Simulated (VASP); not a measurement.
Wanted: the native input for a VASP 6.6.1 run.

```yaml
Task: single point
Functional: PBEsol
Potentials_or_basis: VASP PAW PBE potentials, release 64 (Zn, Cu)
Cutoff: 520 eV
k_mesh: 14 × 14 × 14
Occupations: gaussian, width 0.1 eV
Spin: no spin polarisation
Dipole_correction: no
Further_INCAR_settings: ALGO = Normal; EDIFF = 1e-06; NBANDS = 18
```

The structure of ZnCu lies in POSCAR:

```
ZnCu
1.0
    2.9649114230      0.0000000000      0.0000000000
    0.0000000000      2.9649114230      0.0000000000
    0.0000000000      0.0000000000      2.9649114230
Zn Cu
1 1
Direct
    0.5000000000      0.5000000000      0.5000000000
    0.0000000000      0.0000000000      0.0000000000
```

The input as run:

INCAR

```
PREC = Accurate
ENCUT = 520
EDIFF = 1E-6
ISMEAR = 0
SIGMA = 0.1
LREAL = False
LASPH = True
NELM = 100
ALGO = Normal
ISIF = 2
LWAVE = False
LCHARG = False
GGA = PS
NBANDS = 18
```

KPOINTS

```
regular mesh
0
Gamma
  14 14 14
```

Potentials or basis: VASP PAW PBE potentials, release 64 (Zn, Cu).

Command:

```console
$ cat potpaw_PBE.64/Zn/POTCAR potpaw_PBE.64/Cu/POTCAR > POTCAR
$ mpirun -np 1 vasp_std > vasp.out
```

Results of the run:

| Quantity | Value |
| --- | --- |
| Pressure | -6.3 GPa |
| Band gap on the k mesh | zero (an odd number of electrons rules out a gap without spin polarisation) |

Caveat: the cell stands under tension; the PAW data sets were made with another functional, which shifts forces and pressure a little.

Run time: 37 s on 1 thread of Intel(R) Xeon(R) Platinum 8259CL CPU @ 2.50GHz (Skylake/Cascade Lake), on a shared host, peak memory 0.18 GiB.
